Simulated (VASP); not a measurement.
TiAl:

```xyz
2
Lattice="3.2209 0.0000 0.0000 0.0000 3.2209 0.0000 0.0000 0.0000 3.2209" Properties=species:S:1:pos:R:3 pbc="T T T"
Ti    0.0000    0.0000    0.0000
Al    1.6104    1.6104    1.6104
```

Base run:

```yaml
Program: VASP 6.6.1
Functional: LDA
Potentials_or_basis: VASP PAW LDA potentials, release 64 (Ti_sv, Al)
Cutoff: 520 eV
k_mesh: 8 × 8 × 8
Occupations: fermi-dirac, width 0.05 eV
Spin: no spin polarisation
```

Its results: pressure -9.4 GPa.

Q: The run is repeated on the same cell with these changes: functional from LDA to r2SCAN; potentials or basis from VASP PAW LDA potentials, release 64 (Ti_sv, Al) to VASP PAW PBE potentials, release 64 (Ti_sv, Al). What comes out?

A: Pressure -4.8 GPa.

Caveats: the PAW data sets were made with another functional, which shifts forces and pressure a little (some runs).
